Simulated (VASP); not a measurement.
# Si (a cell with a defect) in VASP: a series of runs, part 2 of 2

VASP 6.6.1. Earlier steps stand in the parts before.

## (3) Single point, LDA

INCAR reads:

```
PREC     = Accurate       # precision mode
ENCUT    = 520            # plane-wave cutoff, eV
EDIFF    = 1E-6           # SCF threshold, eV
ISMEAR   = 0              # smearing method
SIGMA    = 0.02           # smearing width, eV
LREAL    = Auto         
LASPH    = True           # aspherical terms in the spheres
NELM     = 60             # most SCF steps
ALGO     = Normal         # electronic algorithm
ISIF     = 2              # what is computed and relaxed
LWAVE    = False          # write WAVECAR
LCHARG   = False          # write CHGCAR
NBANDS   = 83             # bands
NELECT   = 122.0
```

KPOINTS reads:

```
Automatic mesh
0
Gamma
  2 2 2
  0.5 0.5 0.5
```

POSCAR reads:

```
Si
1.0
   -5.4019422754     -5.4019422754      5.4019422754
    5.4019422754     -5.4019422754     -5.4019422754
    5.4019422754      5.4019422754      5.4019422754
Si
31
Direct
    0.2499999873      0.7499999618      0.5378382167
    0.0063313339      0.7499999618      0.0012715797
    0.5037851871      0.5034126359      0.7482052369
    0.2499999873      0.5063314009      0.0012716722
    0.0074531526      0.5074531271      0.2649074957
    0.7474842925      0.7499999618      0.2502697051
    0.4925468219      0.7499999618      0.5074543304
    0.0034126614      0.0037852126      0.7482052369
    0.7525156310      0.2525156565      0.7527853488
    0.4965874056      0.2503726310     -0.0052073863
    0.2499999873      0.2474843180      0.2502697051
   -0.0037852126      0.2496273435      0.4944199445
    0.7496274106      0.4962148545      0.4944199445
    0.7503726055     -0.0034125689     -0.0052073863
    0.4936686407     -0.0063313339      0.2449402331
    0.2499999873     -0.0074531526      0.5074543304
   -0.0081457738      0.7499999618      0.7456554133
    0.5001561220      0.5014711120      0.4987469993
    0.2499999873      0.4918542007      0.7456554133
    0.0026717242      0.5026717913      0.0072245311
    0.7517800622      0.7499999618     -0.0001738264
    0.4973282503      0.7500000543      0.2545527941
    0.0014710450      0.0001560550      0.4987469993
    0.7482198613      0.2482198868      0.4980460477
    0.4985290221      0.2486850898      0.7472759415
    0.2499999873      0.2517800877     -0.0001738264
   -0.0001560550      0.2513149772      0.2485909570
    0.7513149518      0.4998439195      0.2485909570
    0.7486850643     -0.0014709524      0.7472759415
    0.5081457483      0.0081457738      0.0038012254
    0.2499999873     -0.0026718168      0.2545527941
```

Potentials or basis: VASP PAW LDA potentials, release 64 (Si).

Command:

```bash
$ cat potpaw_LDA.64/Si/POTCAR > POTCAR
$ mpirun -np 1 vasp_std > vasp.out
```

OUTCAR:

```text
PREC = Accurate
   ENCUT = 520
   EDIFF = 1E-6
   ISMEAR = 0
   LREAL = Auto
   LASPH = True
   NELM = 60
   ISIF = 2
   NELECT = 122.0

 ion  position               nearest neighbor table
   1  0.250  0.750  0.538-   7 2.38   5 2.38  16 2.38
   2  0.006  0.750  0.001-  20 2.32  31 2.32  17 2.35  21 2.38
   3  0.504  0.503  0.748-  18 2.32  21 2.33  19 2.33  25 2.36
   4  0.250  0.506  0.001-  22 2.32  20 2.32  19 2.35  26 2.38
   5  0.007  0.507  0.265-  27 2.33  28 2.33   1 2.38  20 2.38
   6  0.747  0.750  0.250-  28 2.35  23 2.35  22 2.35  21 2.36
   7  0.493  0.750  0.507-  18 2.33  29 2.33   1 2.38  22 2.38
   8  0.003  0.004  0.748-  23 2.32  26 2.33  17 2.33  29 2.36
   9  0.753  0.253  0.753-  25 2.35  29 2.35  20 2.35  24 2.36
  10  0.497  0.250  0.995-  25 2.32  26 2.33  30 2.33  28 2.36
  11  0.250  0.247  0.250-  27 2.35  18 2.35  31 2.35  26 2.36
  12  0.996  0.250  0.494-  27 2.32  24 2.33  19 2.33  23 2.36
  13  0.750  0.496  0.494-  28 2.32  24 2.33  17 2.33  18 2.36
  14  0.750  0.997  0.995-  29 2.32  21 2.33  30 2.33  27 2.36
  15  0.494  0.994  0.245-  22 2.32  31 2.32  30 2.35  24 2.38
  16  0.250  0.993  0.507-  23 2.33  25 2.33   1 2.38  31 2.38
  17  0.992  0.750  0.746-  13 2.33   8 2.33   2 2.35
[... 323 lines left out ...]
      3      -5.0136      2.00000
      4      -4.9874      2.00000
      5      -4.8048      2.00000
      6      -4.1999      2.00000
[... 65 lines left out ...]
     72       7.9722      0.00000
     73       8.0140      0.00000
 [bands above 73 left out]

------------------------ aborting loop because EDIFF is reached ----------------------------------------

  FORCE on cell =-STRESS in cart. coord.  units (eV):
  Direction    XX          YY          ZZ          XY          YZ          ZX
  --------------------------------------------------------------------------------------
  -------------------------------------------------------------------------------------
  Total      -24.5072368    -24.5072368    -24.5072368     -1.1361296     -1.1361296     -1.1361296
  in kB      -62.2723309    -62.2723309    -62.2723309     -2.8868795     -2.8868795     -2.8868795
  external PRESSURE =     -62.2723309 kB  Pullay stress =       0.0000000 kB

 VOLUME and BASIS-vectors are now :
 -----------------------------------------------------------------------------
  energy-cutoff  :      520.00
  volume of cell :      630.54
      direct lattice vectors                 reciprocal lattice vectors
    -5.401942275 -5.401942275  5.401942275     0.000000000 -0.092559301  0.092559301
     5.401942275 -5.401942275 -5.401942275     0.092559301 -0.092559301  0.000000000
     5.401942275  5.401942275  5.401942275     0.092559301  0.000000000  0.092559301

 POSITION                                       TOTAL-FORCE (eV/Angst)
 -----------------------------------------------------------------------------------
      5.60634     -2.49657      0.20440        -0.149932     -0.149932     -0.149932
      4.02412     -4.07879     -4.01039         0.042577      0.042577      0.005230
      4.03975     -1.39906      4.04377         0.018036     -0.012904      0.015473
      1.39156     -4.07879     -1.37782         0.005230      0.042577      0.042577
      4.13199     -1.35048     -1.26996        -0.074518      0.029765     -0.074518
      1.36553     -6.73738      1.33835        -0.013477     -0.013477      0.018040
[... 23 lines left out ...]
     -2.68044     -2.76844      2.72151         0.071508     -0.030833      0.071508
      5.41210     -5.36292     -2.66194         0.004638     -0.002545     -0.002545
 -----------------------------------------------------------------------------------
    total drift:                                0.004097      0.003261      0.002850

  FREE ENERGIE OF THE ION-ELECTRON SYSTEM (eV)
  ---------------------------------------------------
  free  energy   TOTEN  =      -191.9422844878 eV

  energy  without entropy=     -191.9422844878  energy(sigma->0) =     -191.94228449
```

stdout:

```text
POSCAR found type information on POSCAR Si
 POSCAR found :  1 types and      31 ions
 scaLAPACK will be used
 LDA part: xc-table for (Slater(with rela. corr.)+CA(PZ))
 , standard interpolation
 POSCAR, INCAR and KPOINTS ok, starting setup
 FFT: planning ... GRIDC
 FFT: planning ... GRID_SOFT
 FFT: planning ... GRID
 WAVECAR not read
 entering main loop
 the old and the new charge density differ
 old charge density:   124.00000 new  122.00000
    0.197E+01
```

It took 8.3 min on 1 thread of AMD EPYC 7R13, shared host; peak memory 0.47 GiB.

Results:

| Item | Value |
| --- | --- |
| Free energy | -191.9423 eV |
| Largest force | 0.260 eV/Å |

Forces in eV/Å, atoms in the order of the input:
```
Si  -0.150 -0.150 -0.150
Si   0.043  0.043  0.005
Si   0.018 -0.013  0.015
Si   0.005  0.043  0.043
Si  -0.075  0.030 -0.075
Si  -0.013 -0.013  0.018
Si  -0.075 -0.075  0.030
Si   0.015 -0.013  0.018
Si  -0.013  0.018 -0.013
Si   0.015  0.018 -0.013
Si   0.018 -0.013 -0.013
Si   0.018  0.015 -0.013
Si  -0.013  0.015  0.018
Si  -0.013  0.018  0.015
Si   0.043  0.005  0.043
Si   0.030 -0.075 -0.075
Si   0.072  0.072 -0.031
Si   0.005 -0.011  0.011
Si  -0.031  0.072  0.072
Si  -0.003  0.005 -0.003
Si   0.013  0.013 -0.003
Si  -0.003 -0.003  0.005
Si   0.011 -0.011  0.005
Si   0.013 -0.003  0.013
Si   0.011  0.005 -0.011
Si  -0.003  0.013  0.013
Si   0.005  0.011 -0.011
Si  -0.011  0.011  0.005
Si  -0.011  0.005  0.011
Si   0.072 -0.031  0.072
Si   0.005 -0.003 -0.003
```

Caveat: the cell carries a net charge on a neutralising background, which shifts energy and pressure; the cell is charged against a uniform background, so pressure and absolute levels hang on convention.
